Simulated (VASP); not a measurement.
# Si3Sn in VASP: relaxation of cell and atoms with PBE

Aim: the relaxation of cell and atoms of Si3Sn with PBE.

Program: VASP 6.6.1. These are calculated values, not measurements. Logs are shortened: lines on timing, memory, paths and dates and some standing lists are left out, and cuts for length are marked.

## (1) The cell of the first run

The typed cell holds 4 atoms: a = 3.287 Å, b = 3.287 Å, c = 6.785 Å, α = 90.00°, β = 90.00°, γ = 90.00°.

## (2) Relaxation of cell and atoms, PBE

INCAR reads:

```
SYSTEM = Si3Sn
  PREC = Accurate
  ENCUT = 600
  EDIFF = 1E-6
  ISMEAR = 0
  SIGMA = 0.1
  LREAL = .False.
  LASPH = .True.
  NELM = 60
  ALGO = Normal
  ISIF = 3
  LWAVE = .False.
  LCHARG = .False.
  GGA = PE
  IBRION = 2
  NSW = 100
  EDIFFG = -0.01
```

KPOINTS reads:

```
regular mesh
0
Gamma
  14 14 8
  0 0 0
```

POSCAR reads:

```
Si3Sn
1.0
    2.3243805743     -2.3244965610      0.0000000000
    2.3243805743      2.3244965610      0.0000000000
    0.0000000000      0.0000000000      6.7850030464
Si Sn
3 1
Direct
    0.0000000000      0.0000000000      0.6846983575
    0.0000000000      0.0000000000      0.3153016425
    0.5000000000      0.5000000000      0.5000000000
    0.5000000000      0.5000000000      0.0000000000
```

Potentials or basis: VASP PAW PBE potentials, release 64 (Si, Sn_d).

Run with:

```
cat potpaw_PBE.64/Si/POTCAR potpaw_PBE.64/Sn_d/POTCAR > POTCAR
mpirun -np 1 vasp_std > vasp.out
```

OUTCAR:

```text
SYSTEM = Si3Sn
   PREC = Accurate
   ENCUT = 600
   EDIFF = 1E-6
   ISMEAR = 0
   LREAL = .False.
   LASPH = .True.
   NELM = 60
   ISIF = 3
   GGA = PE
   IBRION = 2
   NSW = 100
   EDIFFG = -0.01

 ion  position               nearest neighbor table
   1  0.000  0.000  0.685-   2 2.51   3 2.64   3 2.64   3 2.64   3 2.64   4 3.16   4 3.16   4 3.16
                             4 3.16
   2  0.000  0.000  0.315-   1 2.51   3 2.64   3 2.64   3 2.64   3 2.64   4 3.16   4 3.16   4 3.16
                             4 3.16
   3  0.500  0.500  0.500-   1 2.64   2 2.64   1 2.64   2 2.64   1 2.64   2 2.64   1 2.64   2 2.64
                             4 3.39   4 3.39
   4  0.500  0.500  0.000-   1 3.16   2 3.16   1 3.16   2 3.16   1 3.16   2 3.16   1 3.16   2 3.16
                             3 3.39   3 3.39

  LATTYP: Found a base centered orthorhombic cell.
 ALAT       =     4.6487611486
 B/A-ratio  =     1.0000499000
 C/A-ratio  =     1.4595292874

  Lattice vectors:

 A1 = (   2.3243805743,  -2.3244965610,   0.0000000000)
 A2 = (   2.3243805743,   2.3244965610,   0.0000000000)
 A3 = (   0.0000000000,   0.0000000000,   6.7850030464)

Analysis of symmetry for initial positions (statically):
=====================================================================
 Subroutine PRICEL returns:
 Original cell was already a primitive cell.

 Routine SETGRP: Setting up the symmetry group for a
 base centered orthorhombic supercell.

 Subroutine GETGRP returns: Found  8 space group operations
 (whereof  8 operations were pure point group operations)
 out of a pool of  8 trial point group operations.

The static configuration has the point symmetry D_2h.

Analysis of symmetry for dynamics (positions and initial velocities):
=====================================================================
 Subroutine PRICEL returns:
 Original cell was already a primitive cell.

 Routine SETGRP: Setting up the symmetry group for a
 base centered orthorhombic supercell.

 Subroutine GETGRP returns: Found  8 space group operations
 (whereof  8 operations were pure point group operations)
 out of a pool of  8 trial point group operations.

The dynamic configuration has the point symmetry D_2h.

 Subroutine INISYM returns: Found  8 space group operations
 (whereof  8 operations are pure point group operations),
 and found     1 'primitive' translations

----------------------------------------------------------------------------------------

                                     Primitive cell

  volume of cell :      73.3189

  direct lattice vectors                    reciprocal lattice vectors
     2.324380574 -2.324496561  0.000000000     0.215111073 -0.215100340  0.000000000
     2.324380574  2.324496561  0.000000000     0.215111073  0.215100340  0.000000000
     0.000000000  0.000000000  6.785003046     0.000000000  0.000000000  0.147383869

  length of vectors
     3.287252548  3.287252548  6.785003046     0.304205408  0.304205408  0.147383869

  position of ions in fractional coordinates (direct lattice)
     0.000000000  0.000000000  0.684698357
     0.000000000  0.000000000  0.315301643
     0.500000000  0.500000000  0.500000000
     0.500000000  0.500000000  0.000000000

  ion indices of the primitive-cell ions
   primitive index   ion index
                 1           1
                 2           2
                 3           3
                 4           4

----------------------------------------------------------------------------------------

 KPOINTS: regular mesh

Automatic generation of k-mesh.
 Grid dimensions read from file:
 generate k-points for:   14   14    8

 Generating k-lattice:

  Cartesian coordinates                     Fractional coordinates (reciprocal lattice)
     0.015365077 -0.015364310  0.000000000     0.071428571  0.000000000  0.000000000
     0.015365077  0.015364310  0.000000000     0.000000000  0.071428571  0.000000000
     0.000000000  0.000000000  0.018422984     0.000000000  0.000000000  0.125000000

  Length of vectors
     0.021728958  0.021728958  0.018422984

  Shift w.r.t. Gamma in fractional coordinates (k-lattice)
     0.000000000  0.000000000  0.000000000

 Subroutine IBZKPT returns following result:
 ===========================================

 Found    285 irreducible k-points:

 Following reciprocal coordinates:
            Coordinates               Weight
  0.000000  0.000000  0.000000      1.000000
  0.071429  0.000000  0.000000      4.000000
  0.142857 -0.000000  0.000000      4.000000
  0.214286 -0.000000  0.000000      4.000000
  0.285714 -0.000000  0.000000      4.000000
  0.357143  0.000000  0.000000      4.000000
[... 16 lines left out ...]
  0.214286  0.142857  0.000000      4.000000
  0.285714  0.142857  0.000000      4.000000
 [... further k-points ...]
   k-points           NKPTS =    285   k-points in BZ     NKDIM =    285   number of bands    NBANDS=     17
   number of dos      NEDOS =    301   number of ions     NIONS =      4
   total plane-waves  NPLWV =  42336
   dimension x,y,z NGX =    28 NGY =   28 NGZ =   54
   dimension x,y,z NGXF=    56 NGYF=   56 NGZF=  108
   ions per type =               3   1
   NGX,Y,Z   is equivalent  to a cutoff of  14.16, 14.16, 13.23 a.u.
   NGXF,Y,Z  is equivalent  to a cutoff of  28.32, 28.32, 26.46 a.u.
 SYSTEM =  Si3Sn
   PREC   = accura    normal or accurate (medium, high low for compatibility)
   ISTART =      0    job   : 0-new  1-cont  2-samecut
   ICHARG =      2    charge: 1-file 2-atom 10-const
   ISPIN  =      1    spin polarized calculation?
   LNONCOLLINEAR =      F non collinear calculations
   LSORBIT =      F    spin-orbit coupling
   LASPH  =      T    aspherical Exc in radial PAW
   ENCUT  =  600.0 eV  44.10 Ry    6.64 a.u.   6.57  6.57 13.55*2*pi/ulx,y,z
   NELM   =     60;   NELMIN=  2; NELMDL= -5     # of ELM steps
   EDIFF  = 0.1E-05   stopping-criterion for ELM
   LREAL  =      F    real-space projection
   EDIFFG = -.1E-01   stopping-criterion for IOM
   NSW    =    100    number of steps for IOM
   IBRION =      2    ionic relax: 0-MD 1-quasi-New 2-CG
   NFREE  =      1    steps in history (QN), initial steepest desc. (CG)
   ISIF   =      3    stress and relaxation
   ISYM   =      2    0-nonsym 1-usesym 2-fastsym
   POTIM  = 0.5000    time-step for ionic-motion
   TEBEG  =    0.0;   TEEND  =   0.0 temperature during run
   PSTRESS=    0.0 pullay stress
   NELECT =      26.0000    total number of electrons
   NUPDOWN=      -1.0000    fix difference up-down
   EMIN   =  10.00;   EMAX   =-10.00  energy-range for DOS
   EFERMI =   0.00;   METHOD = LEGACY
   ISMEAR =     0;   SIGMA  =   0.10  broadening in eV -4-tet -1-fermi 0-gaus
   EFERMI_NEDOS =   21; number of points for ismear=-14 and -15
   IALGO  =     38    algorithm
   IMIX   =      4    mixing-type and parameters
     AMIX     =   0.40;   BMIX     =  1.00
     AMIX_MAG =   1.60;   BMIX_MAG =  1.00
  volume/ion in A,a.u.               =      18.33       123.70
  Fermi-wavevector in a.u.,A,eV,Ry     =   1.158761  2.189741 18.268912  1.342727
  Thomas-Fermi vector in A             =   2.295360
   LORBIT       =      0    0 simple, 1 ext, 2 COOP (PROOUT), +10 PAW based schemes
   GGA     = PE    functional components
   LHFCALC =     F    Hartree Fock is set to
   AEXX    =    0.0000 exact exchange contribution
   IVDW    =     0    specifies the selected vdW correction
   LEPSILON=     F    determine dielectric tensor
   LRPA    =     F    only Hartree local field effects (RPA)
 conjugate gradient relaxation of ions
 non-spin polarized calculation
 Gauss-broadening in eV      SIGMA  =   0.10
  energy-cutoff  :      600.00
  volume of cell :       73.32
 maximum number of plane-waves:      2492
 NGX is ok and might be reduce to    28
   NGX = 13   NGY = 13   NGZ = 27

--------------------------------------- Ionic step        1  -------------------------------------------

 number of electron      26.0000006 magnetization

 Free energy of the ion-electron system (eV)
  ---------------------------------------------------
  ext. energy  EPLUGINS =         0.00000000
  ---------------------------------------------------
  free energy    TOTEN  =       -18.39692545 eV

  energy without entropy =      -18.38706043  energy(sigma->0) =      -18.39199294

------------------------ aborting loop because EDIFF is reached ----------------------------------------

  FORCE on cell =-STRESS in cart. coord.  units (eV):
  Direction    XX          YY          ZZ          XY          YZ          ZX
  --------------------------------------------------------------------------------------
  -------------------------------------------------------------------------------------
  Total       -0.0355186     -0.0339919     -0.0254216     -0.0000000      0.0000000      0.0000000
  in kB       -0.7761572     -0.7427958     -0.5555173     -0.0000000      0.0000000      0.0000000
  external PRESSURE =      -0.6914901 kB  Pullay stress =       0.0000000 kB

 VOLUME and BASIS-vectors are now :
 -----------------------------------------------------------------------------
  energy-cutoff  :      600.00
  volume of cell :       73.32
      direct lattice vectors                 reciprocal lattice vectors
     2.324380574 -2.324496561  0.000000000     0.215111073 -0.215100340  0.000000000
     2.324380574  2.324496561  0.000000000     0.215111073  0.215100340  0.000000000
     0.000000000  0.000000000  6.785003046     0.000000000  0.000000000  0.147383869
[... 39 lines left out ...]
 POSITION                                       TOTAL-FORCE (eV/Angst)
 -----------------------------------------------------------------------------------
      4.64677      0.00000      4.64714        -0.000000     -0.000000      0.041866
      0.00000      0.00000      2.13579        -0.000000     -0.000000     -0.041866
      2.32338      0.00000      3.39146        -0.000000     -0.000000      0.000000
      2.32338      0.00000      0.00000         0.000000      0.000000      0.000000
 -----------------------------------------------------------------------------------
    total drift:                                0.000000      0.000000     -0.000000

  FREE ENERGIE OF THE ION-ELECTRON SYSTEM (eV)
  ---------------------------------------------------
  free  energy   TOTEN  =       -18.3972517888 eV

  energy  without entropy=      -18.3875845377  energy(sigma->0) =      -18.39241816

--------------------------------------- Ionic step        3  -------------------------------------------

 number of electron      26.0000004 magnetization

 Free energy of the ion-electron system (eV)
  ---------------------------------------------------
  ext. energy  EPLUGINS =         0.00000000
  ---------------------------------------------------
  free energy    TOTEN  =       -18.39755101 eV

  energy without entropy =      -18.38839032  energy(sigma->0) =      -18.39297066

 E-fermi :   8.9241     XC(G=0): -10.7500

 val. band max:        8.9235004370   @ k =  -0.3571   0.3571   0.3750
 cond. band min:       8.9247709840   @ k =   0.3571   0.3571   0.3750
 fundamental gap:      0.0012705470
 Fermi energy:         8.9241227406

 k-point     1 :       0.0000    0.0000    0.0000
  band No.  band energies     occupation
      1     -12.8297      2.00000
      2     -12.7528      2.00000
      3     -12.6658      2.00000
      4     -12.6658      2.00000
      5     -12.6215      2.00000
      6      -4.4954      2.00000
[... 9 lines left out ...]
     16      11.6787      0.00000
     17      12.6191      0.00000
[... 441 lines left out ...]
 k-point    24 :       0.2857    0.1429    0.0000
  band No.  band energies     occupation
      1     -12.7484      2.00000
      2     -12.7081      2.00000
      3     -12.6831      2.00000
      4     -12.6748      2.00000
      5     -12.6683      2.00000
      6      -3.1266      2.00000
[... 9 lines left out ...]
     16      11.5825      0.00000
     17      11.9610      0.00000

 [... further k-points ...]

------------------------ aborting loop because EDIFF is reached ----------------------------------------

  FORCE on cell =-STRESS in cart. coord.  units (eV):
  Direction    XX          YY          ZZ          XY          YZ          ZX
  --------------------------------------------------------------------------------------
  -------------------------------------------------------------------------------------
  Total        0.0044067      0.0042782      0.0177035      0.0000000      0.0000000      0.0000000
  in kB        0.0966791      0.0938596      0.3883961      0.0000000      0.0000000      0.0000000
  external PRESSURE =       0.1929783 kB  Pullay stress =       0.0000000 kB

 VOLUME and BASIS-vectors are now :
 -----------------------------------------------------------------------------
  energy-cutoff  :      600.00
  volume of cell :       73.03
      direct lattice vectors                 reciprocal lattice vectors
     2.320936642 -2.321200495  0.000000000     0.215430267 -0.215405779  0.000000000
     2.320936642  2.321200495  0.000000000     0.215430267  0.215405779  0.000000000
     0.000000000  0.000000000  6.777807807     0.000000000  0.000000000  0.147540330

 POSITION                                       TOTAL-FORCE (eV/Angst)
 -----------------------------------------------------------------------------------
      0.00000      0.00000      4.65071        -0.000000      0.000000     -0.004145
      0.00000      0.00000      2.12710        -0.000000      0.000000      0.004145
      2.32094      0.00000      3.38890         0.000000      0.000000      0.000000
      2.32094      0.00000      0.00000         0.000000     -0.000000      0.000000
 -----------------------------------------------------------------------------------
    total drift:                                0.000000      0.000000     -0.000000

  FREE ENERGIE OF THE ION-ELECTRON SYSTEM (eV)
  ---------------------------------------------------
  free  energy   TOTEN  =       -18.3975510095 eV

  energy  without entropy=      -18.3883903204  energy(sigma->0) =      -18.39297066

 reached required accuracy - stopping structural energy minimisation
```

Wall time 5.4 min (1 thread of Intel Xeon 6975P-C (Granite Rapids), shared host); peak memory 0.53 GiB.

What came out:

| Property | Result |
| --- | --- |
| Free energy | -18.3976 eV |
| Relaxed volume | 18.26 Å³/atom |
| Relaxed cell | a = 3.282 Å, b = 3.282 Å, c = 6.778 Å, α = 90.00°, β = 90.00°, γ = 90.01° |
| Space group after relaxing (to 0.1 Å) | P4/mmm (No. 123) |
| Energy gained by relaxing | 0.2 meV/atom |
| Ionic steps | 3 |
| Pressure after relaxing | 0.0 GPa |
| Largest force after relaxing | 0.004 eV/Å |

Forces in eV/Å, atoms in the order of the input:
```
Si   0.000  0.000 -0.004
Si   0.000  0.000  0.004
Si   0.000  0.000  0.000
Sn   0.000  0.000  0.000
```

Step by step:
```
step  energy change (eV)  largest force (eV/Å)  pressure (GPa)  volume (Å³)
   1              0.0000                0.0597           -0.07        73.32
   2             -0.0003                0.0419           -0.05        73.24
   3             -0.0006                0.0041            0.02        73.03
```

Final structure:
```yaml
crystal:
  lattice:
    - [2.32094, -2.32120, 0.00000]
    - [2.32094, 2.32120, 0.00000]
    - [0.00000, 0.00000, 6.77781]
  atoms:
    - { symbol: Si, position: [0.00000, 0.00000, 0.68617] }
    - { symbol: Si, position: [0.00000, 0.00000, 0.31383] }
    - { symbol: Si, position: [0.50000, 0.50000, 0.50000] }
    - { symbol: Sn, position: [0.50000, 0.50000, 0.00000] }
```

Caveat: the highest band is partly filled, so the run has too few bands; spin-orbit coupling is left out, which moves the levels of the heavy elements.
